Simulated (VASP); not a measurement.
Crystal: Pd.

```xyz
1
Lattice="0.0000 1.8874 1.8874 1.8874 0.0000 1.8874 1.8874 1.8874 0.0000" Properties=species:S:1:pos:R:3 pbc="T T T"
Pd    0.0000    0.0000    0.0000
```

| Item | Value |
| --- | --- |
| Program | VASP 6.6.1 |
| Task | relaxation of cell and atoms |
| Functional | PBE |
| Potentials or basis | VASP PAW PBE potentials, release 64 (Pd) |
| Cutoff | 600 eV |
| k mesh | 10 × 10 × 10 |
| Occupations | gaussian, width 0.1 eV |
| Spin | no spin polarisation |

At the start: pressure 30.7 GPa; volume 13.45 Å³/atom.

How do energy, volume and symmetry change on relaxing?

Over 4 steps the energy falls by 152.3 meV/atom and the volume is 15.30 Å³/atom (+13.8 %); space group Fm-3m (No. 225, to 0.05 Å).

The path:
```tsv
step	energy change (eV)	largest force (eV/Å)	pressure (GPa)	volume (Å³)
1	0.0000	0.0000	30.70	13.45
2	0.1553	0.0000	-19.93	19.11
3	-0.1517	0.0000	-1.45	15.41
4	-0.1523	0.0000	-0.38	15.30
```

Final structure:
```
Pd
1.0
     0.00000    1.97058    1.97058
     1.97058    0.00000    1.97058
     1.97058    1.97058    0.00000
Pd
1
Direct
  0.00000 0.00000 0.00000
```
